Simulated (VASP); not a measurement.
Write the native input for VASP 6.6.1 that does the following.

```
Task                   : single point
Functional             : PBE
Potentials or basis    : VASP PAW PBE potentials, release 64 (Os)
Cutoff                 : 520 eV
k mesh                 : 24 × 24 × 14
Occupations            : gaussian, width 0.1 eV
Spin                   : no spin polarisation
Dipole correction      : no
Further INCAR settings : ALGO = Fast; EDIFF = 1e-07; NBANDS = 15
```

The structure of Os lies in POSCAR:

```
Os
1.0
    2.7544464868      0.0000000000      0.0000000000
   -1.3772232434      2.3854206309      0.0000000000
    0.0000000000      0.0000000000      4.3457254508
Os
2
Direct
    0.6666666667      0.3333333333      0.2500000000
    0.3333333333      0.6666666667      0.7500000000
```

These files were run (other wordings do the same):

INCAR

```
SYSTEM = Os
  PREC = Accurate
  ENCUT = 520
  EDIFF = 1E-7
  ISMEAR = 0
  SIGMA = 0.1
  LREAL = .False.
  LASPH = .True.
  NELM = 60
  ALGO = Fast
  ISIF = 2
  LWAVE = .False.
  LCHARG = .False.
  GGA = PE
  NBANDS = 15
```

KPOINTS

```
regular mesh
0
Gamma
  24 24 14
  0 0 0
```

Potentials or basis: VASP PAW PBE potentials, release 64 (Os).

Command:

```console
$ cat potpaw_PBE.64/Os/POTCAR > POTCAR
$ mpirun -np 1 vasp_std > vasp.out
```

Results of the run:

```
Pressure               : -0.2 GPa
Band gap on the k mesh : zero (band 8 reaches 11.16 eV, above the bottom of band 9 at 7.42 eV)
```

Caveat: spin-orbit coupling is left out, which moves the levels of the heavy elements.

It took 2.5 min on 1 thread of Intel Xeon 6975P-C, on a shared host, peak memory 0.29 GiB.
